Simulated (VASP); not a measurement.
# Re (P6_3/mmc) in VASP: notebook

Aim: see how the results for Re move with the level of theory and the settings. Levels: PBEsol+U, PBEsol. Tasks: single point, relaxation of cell and atoms.

Program: VASP 6.6.1. These are calculated values, not measurements. Logs are shortened: lines on timing, memory, paths and dates and some standing lists are left out, and cuts for length are marked.

## (1) The cell of the first run

The structure is hexagonal, space group P6_3/mmc (No. 194). Conventional cell: a = 2.748 Å, b = 2.748 Å, c = 4.436 Å, α = 90.00°, β = 90.00°, γ = 120.00°. Re (site symmetry -6m2) has 12 Re at 2.73 to 2.75 Å within 3.6 Å.

## (2) Single point, PBEsol+U

INCAR reads:

```
PREC     = Accurate       # precision mode
ENCUT    = 520            # plane-wave cutoff, eV
EDIFF    = 1E-6           # SCF threshold, eV
ISMEAR   = -1             # smearing method
SIGMA    = 0.08           # smearing width, eV
LREAL    = False          # projectors in reciprocal space
LASPH    = True           # aspherical terms in the spheres
NELM     = 150            # most SCF steps
ALGO     = Normal         # electronic algorithm
ISIF     = 2              # what is computed and relaxed
LWAVE    = False          # write WAVECAR
LCHARG   = False          # write CHGCAR
LMAXMIX  = 4              # l up to which the mixer works
LDAU     = True           # DFT+U
LDAUTYPE = 2            
LDAUL    = 2              # shell
LDAUU    = 2              # U, eV
LDAUJ    = 0            
LDAUPRINT= 1            
GGA      = PS             # functional
NBANDS   = 14             # bands
```

KPOINTS reads:

```
Automatic mesh
0
Gamma
  18 18 10
```

POSCAR reads:

```
Re
1.0
    2.7483150318      0.0000000000      0.0000000000
   -1.3741575159      2.3801106351      0.0000000000
    0.0000000000      0.0000000000      4.4362923090
Re
2
Direct
    0.3333333333      0.6666666667      0.2500000000
    0.6666666667      0.3333333333      0.7500000000
```

Potentials or basis: VASP PAW PBE potentials, release 64 (Re).

Started as:

```console
$ cat potpaw_PBE.64/Re/POTCAR > POTCAR
$ mpirun -np 1 vasp_std > vasp.out
```

OUTCAR:

```text
PREC = Accurate
   ENCUT = 520
   EDIFF = 1E-6
   ISMEAR = -1
   LREAL = False
   LASPH = True
   NELM = 150
   ISIF = 2
   GGA = PS

 ion  position               nearest neighbor table
   1  0.333  0.667  0.250-   2 2.73   2 2.73   2 2.73   2 2.73   2 2.73   2 2.73
   2  0.667  0.333  0.750-   1 2.73   1 2.73   1 2.73   1 2.73   1 2.73   1 2.73

  LATTYP: Found a hexagonal cell.
 ALAT       =     2.7483150318
 C/A-ratio  =     1.6141862405

  Lattice vectors:

 A1 = (   2.7483150318,   0.0000000000,   0.0000000000)
 A2 = (  -1.3741575159,   2.3801106351,   0.0000000000)
 A3 = (   0.0000000000,   0.0000000000,   4.4362923090)

Analysis of symmetry for initial positions (statically):
=====================================================================
 Subroutine PRICEL returns:
 Original cell was already a primitive cell.

 Routine SETGRP: Setting up the symmetry group for a
 hexagonal supercell.

 Subroutine GETGRP returns: Found 24 space group operations
 (whereof 12 operations were pure point group operations)
 out of a pool of 24 trial point group operations.

The static configuration has the point symmetry D_3d.
 The point group associated with its full space group is D_6h.

Analysis of symmetry for dynamics (positions and initial velocities):
=====================================================================
 Subroutine PRICEL returns:
 Original cell was already a primitive cell.

 Routine SETGRP: Setting up the symmetry group for a
 hexagonal supercell.

 Subroutine GETGRP returns: Found 24 space group operations
 (whereof 12 operations were pure point group operations)
 out of a pool of 24 trial point group operations.

The dynamic configuration has the point symmetry D_3d.
 The point group associated with its full space group is D_6h.

 Subroutine INISYM returns: Found 24 space group operations
 (whereof 12 operations are pure point group operations),
 and found     1 'primitive' translations

----------------------------------------------------------------------------------------

                                     Primitive cell

  volume of cell :      29.0191

  direct lattice vectors                    reciprocal lattice vectors
     2.748315032  0.000000000  0.000000000     0.363859306  0.210074268  0.000000000
    -1.374157516  2.380110635  0.000000000     0.000000000  0.420148536  0.000000000
     0.000000000  0.000000000  4.436292309     0.000000000  0.000000000  0.225413460

  length of vectors
     2.748315032  2.748315032  4.436292309     0.420148536  0.420148536  0.225413460

  position of ions in fractional coordinates (direct lattice)
     0.333333333  0.666666667  0.250000000
     0.666666667  0.333333333  0.750000000

  ion indices of the primitive-cell ions
   primitive index   ion index
                 1           1
                 2           2

----------------------------------------------------------------------------------------

 KPOINTS: Automatic mesh

Automatic generation of k-mesh.
 Grid dimensions read from file:
 generate k-points for:   18   18   10

 Generating k-lattice:

  Cartesian coordinates                     Fractional coordinates (reciprocal lattice)
[... 106 lines left out ...]

  0.4970 -0.0000  0.0000 -0.0000 -0.0000
 -0.0000  0.4864  0.0000  0.0000  0.0000
  0.0000  0.0000  0.5065  0.0000 -0.0000
 -0.0000  0.0000  0.0000  0.4864  0.0000
 -0.0000  0.0000 -0.0000  0.0000  0.4970

spin component  2

  0.4970 -0.0000  0.0000 -0.0000 -0.0000
 -0.0000  0.4864  0.0000  0.0000  0.0000
  0.0000  0.0000  0.5065  0.0000 -0.0000
 -0.0000  0.0000  0.0000  0.4864  0.0000
 -0.0000  0.0000 -0.0000  0.0000  0.4970

 occupancies and eigenvectors

  o =  0.4864  v = -0.0000 -1.0000 -0.0000 -0.0000  0.0000  0.0000  0.0000  0.0000  0.0000  0.0000      0.0000  0.0000  0.0000  0.0000  0.0000  0.0000  0.0000  0.0000  0.0000  0.0000
  o =  0.4864  v =  0.0000  0.0000  0.0000  0.0000  0.0000 -0.0000 -1.0000 -0.0000 -0.0000  0.0000      0.0000  0.0000  0.0000  0.0000  0.0000  0.0000  0.0000  0.0000  0.0000  0.0000
  o =  0.4864  v =  0.0000 -0.0000 -0.0000  1.0000 -0.0000  0.0000  0.0000  0.0000  0.0000  0.0000      0.0000  0.0000  0.0000  0.0000  0.0000  0.0000  0.0000  0.0000  0.0000  0.0000
  o =  0.4864  v =  0.0000  0.0000  0.0000  0.0000  0.0000  0.0000 -0.0000 -0.0000  1.0000 -0.0000      0.0000  0.0000  0.0000  0.0000  0.0000  0.0000  0.0000  0.0000  0.0000  0.0000
  o =  0.4970  v =  0.0000  0.0000  0.0000  0.0000  0.0000 -0.9995  0.0000 -0.0000  0.0000 -0.0326      0.0000  0.0000  0.0000  0.0000  0.0000  0.0000  0.0000  0.0000  0.0000  0.0000
  o =  0.4970  v = -0.9995  0.0000 -0.0000  0.0000 -0.0326  0.0000  0.0000  0.0000  0.0000  0.0000      0.0000  0.0000  0.0000  0.0000  0.0000  0.0000  0.0000  0.0000  0.0000  0.0000
  o =  0.4970  v =  0.0326 -0.0000 -0.0000 -0.0000 -0.9995  0.0000  0.0000  0.0000  0.0000  0.0000      0.0000  0.0000  0.0000  0.0000  0.0000  0.0000  0.0000  0.0000  0.0000  0.0000
  o =  0.4970  v =  0.0000  0.0000  0.0000  0.0000  0.0000  0.0326 -0.0000 -0.0000 -0.0000 -0.9995      0.0000  0.0000  0.0000  0.0000  0.0000  0.0000  0.0000  0.0000  0.0000  0.0000
  o =  0.5065  v =  0.0000  0.0000  0.0000  0.0000  0.0000  0.0000 -0.0000  1.0000  0.0000 -0.0000      0.0000  0.0000  0.0000  0.0000  0.0000  0.0000  0.0000  0.0000  0.0000  0.0000
  o =  0.5065  v =  0.0000 -0.0000  1.0000  0.0000 -0.0000  0.0000  0.0000  0.0000  0.0000  0.0000      0.0000  0.0000  0.0000  0.0000  0.0000  0.0000  0.0000  0.0000  0.0000  0.0000

atom =   2  type =  1  l = 2

 onsite density matrix

spin component  1

  0.4970 -0.0000  0.0000 -0.0000 -0.0000
 -0.0000  0.4864  0.0000 -0.0000  0.0000
  0.0000  0.0000  0.5065 -0.0000 -0.0000
 -0.0000 -0.0000 -0.0000  0.4864  0.0000
 -0.0000  0.0000 -0.0000  0.0000  0.4970

spin component  2

  0.4970 -0.0000  0.0000 -0.0000 -0.0000
 -0.0000  0.4864  0.0000 -0.0000  0.0000
  0.0000  0.0000  0.5065 -0.0000 -0.0000
 -0.0000 -0.0000 -0.0000  0.4864  0.0000
 -0.0000  0.0000 -0.0000  0.0000  0.4970

 occupancies and eigenvectors

  o =  0.4864  v = -0.0000 -1.0000  0.0000 -0.0000  0.0000  0.0000  0.0000  0.0000  0.0000  0.0000      0.0000  0.0000  0.0000  0.0000  0.0000  0.0000  0.0000  0.0000  0.0000  0.0000
  o =  0.4864  v =  0.0000  0.0000  0.0000  0.0000  0.0000 -0.0000 -1.0000  0.0000 -0.0000  0.0000      0.0000  0.0000  0.0000  0.0000  0.0000  0.0000  0.0000  0.0000  0.0000  0.0000
  o =  0.4864  v =  0.0000 -0.0000 -0.0000  1.0000 -0.0000  0.0000  0.0000  0.0000  0.0000  0.0000      0.0000  0.0000  0.0000  0.0000  0.0000  0.0000  0.0000  0.0000  0.0000  0.0000
  o =  0.4864  v =  0.0000  0.0000  0.0000  0.0000  0.0000  0.0000 -0.0000 -0.0000  1.0000 -0.0000      0.0000  0.0000  0.0000  0.0000  0.0000  0.0000  0.0000  0.0000  0.0000  0.0000
  o =  0.4970  v =  0.0000  0.0000  0.0000  0.0000  0.0000 -0.9996  0.0000 -0.0000 -0.0000 -0.0278      0.0000  0.0000  0.0000  0.0000  0.0000  0.0000  0.0000  0.0000  0.0000  0.0000
  o =  0.4970  v = -0.9996  0.0000 -0.0000 -0.0000 -0.0278  0.0000  0.0000  0.0000  0.0000  0.0000      0.0000  0.0000  0.0000  0.0000  0.0000  0.0000  0.0000  0.0000  0.0000  0.0000
  o =  0.4970  v =  0.0278 -0.0000 -0.0000 -0.0000 -0.9996  0.0000  0.0000  0.0000  0.0000  0.0000      0.0000  0.0000  0.0000  0.0000  0.0000  0.0000  0.0000  0.0000  0.0000  0.0000
  o =  0.4970  v =  0.0000  0.0000  0.0000  0.0000  0.0000  0.0278 -0.0000 -0.0000 -0.0000 -0.9996      0.0000  0.0000  0.0000  0.0000  0.0000  0.0000  0.0000  0.0000  0.0000  0.0000
  o =  0.5065  v =  0.0000  0.0000  0.0000  0.0000  0.0000  0.0000  0.0000  1.0000  0.0000 -0.0000      0.0000  0.0000  0.0000  0.0000  0.0000  0.0000  0.0000  0.0000  0.0000  0.0000
  o =  0.5065  v =  0.0000  0.0000  1.0000  0.0000 -0.0000  0.0000  0.0000  0.0000  0.0000  0.0000      0.0000  0.0000  0.0000  0.0000  0.0000  0.0000  0.0000  0.0000  0.0000  0.0000

 number of electron      14.0000001 magnetization

 Free energy of the ion-electron system (eV)
  ---------------------------------------------------
  ext. energy  EPLUGINS =         0.00000000
  ---------------------------------------------------
  free energy    TOTEN  =       -21.75450355 eV

  energy without entropy =      -21.71997989  energy(sigma->0) =      -21.73724172

 E-fermi :   7.8933     XC(G=0): -13.8962

 val. band max:        7.8904942527   @ k =   0.2778   0.0000   0.5000
 cond. band min:       7.8946067915   @ k =   0.3333   0.1667   0.4000
 fundamental gap:      0.0041125388
 Fermi energy:         7.8932876094

 k-point     1 :       0.0000    0.0000    0.0000
  band No.  band energies     occupation
      1      -2.1033      2.00000
      2       1.1386      2.00000
      3       6.2650      2.00000
      4       6.2725      2.00000
      5       6.2725      2.00000
      6       7.1327      1.99985
      7       7.1327      1.99985
      8       8.1008      0.13908
      9       8.1008      0.13908
     10       8.5393      0.00062
     11      11.3520      0.00000
     12      11.3520      0.00000
     13      18.0779      0.00000
     14      22.0785      0.00000
[... 377 lines left out ...]
      1       2.2089      2.00000
      2       2.3380      2.00000
      3       2.6707      2.00000
      4       5.5707      2.00000
      5       5.7751      2.00000
      6       6.5114      2.00000
      7       7.2509      1.99935
      8      11.1659      0.00000
      9      11.7795      0.00000
     10      12.1078      0.00000
     11      13.6523      0.00000
     12      16.4515      0.00000
     13      18.2184      0.00000
     14      19.2611      0.00000

 [... further k-points ...]

------------------------ aborting loop because EDIFF is reached ----------------------------------------

  FORCE on cell =-STRESS in cart. coord.  units (eV):
  Direction    XX          YY          ZZ          XY          YZ          ZX
  --------------------------------------------------------------------------------------
  -------------------------------------------------------------------------------------
  Total        0.2583395      0.2583395      0.3510941     -0.0000000      0.0000000     -0.0000000
  in kB       14.2632204     14.2632204     19.3843090     -0.0000000      0.0000000     -0.0000000
  external PRESSURE =      15.9702499 kB  Pullay stress =       0.0000000 kB

 VOLUME and BASIS-vectors are now :
 -----------------------------------------------------------------------------
  energy-cutoff  :      520.00
  volume of cell :       29.02
      direct lattice vectors                 reciprocal lattice vectors
     2.748315032  0.000000000  0.000000000     0.363859306  0.210074268  0.000000000
    -1.374157516  2.380110635  0.000000000     0.000000000  0.420148536  0.000000000
     0.000000000  0.000000000  4.436292309     0.000000000  0.000000000  0.225413460

 POSITION                                       TOTAL-FORCE (eV/Angst)
 -----------------------------------------------------------------------------------
     -0.00000      1.58674      1.10907         0.000000      0.000000      0.000000
      1.37416      0.79337      3.32722        -0.000000      0.000000      0.000000
 -----------------------------------------------------------------------------------
    total drift:                                0.000000     -0.000000     -0.000000

  FREE ENERGIE OF THE ION-ELECTRON SYSTEM (eV)
  ---------------------------------------------------
  free  energy   TOTEN  =       -21.7545035469 eV

  energy  without entropy=      -21.7199798861  energy(sigma->0) =      -21.73724172
```

It took 40 s on 1 thread of Intel Xeon 6975P-C (Granite Rapids), shared host; peak memory 0.2 GiB.

What came out:

| Quantity | Value |
| --- | --- |
| Free energy | -21.7545 eV |
| Pressure | 1.6 GPa |
| Band gap on the k mesh | zero (bands 7 and 8 overlap by 3.25 eV) |

Eigenvalues of the final occupation matrices:
```csv
site,spin,trace,eigenvalues
site 1 d,1,2.47,0.49 0.49 0.50 0.50 0.51
site 1 d,2,2.47,0.49 0.49 0.50 0.50 0.51
site 2 d,1,2.47,0.49 0.49 0.50 0.50 0.51
site 2 d,2,2.47,0.49 0.49 0.50 0.50 0.51
```

Caveat: the PAW data sets were made with another functional, which shifts forces and pressure a little; spin-orbit coupling is left out, which moves the levels of the heavy elements; U without spin polarisation on a metal has little footing; the U is typed as a test and isn't derived for this compound.

(Part 1 of 2 ends here.)
